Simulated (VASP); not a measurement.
A run of VASP 6.6.1 is set up as follows.

Contents of INCAR:

```
SYSTEM = Na
  PREC = Accurate
  ENCUT = 520
  EDIFF = 1E-8
  ISMEAR = -1
  SIGMA = 0.05
  LREAL = .FALSE.
  LASPH = .TRUE.
  NELM = 100
  ALGO = Normal
  ISIF = 2
  LWAVE = .FALSE.
  LCHARG = .FALSE.
  GGA = PS
  LEFG = .TRUE.
  NBANDS = 10
```

Contents of KPOINTS:

```
Automatic mesh
0
G
  12 12 12
  0 0 0
```

Contents of POSCAR:

```
Na
1.0
   -2.1104180073      2.1104180073      2.1104180073
    2.1104180073     -2.1104180073      2.1104180073
    2.1104180073      2.1104180073     -2.1104180073
Na
1
Direct
    0.0000000000      0.0000000000      0.0000000000
```

Potentials or basis: VASP PAW PBE potentials, release 64 (Na_pv).

Command:

```console
$ cat potpaw_PBE.64/Na_pv/POTCAR > POTCAR
$ mpirun -np 1 vasp_std > vasp.out
```

Q: What does it give for the pressure?

A: -0.3 GPa.

Caveat: without QUAD_EFG the Cq values of the log hold for a quadrupole moment of 1 mb, not for the nuclei; the PAW data sets were made with another functional, which shifts forces and pressure a little.
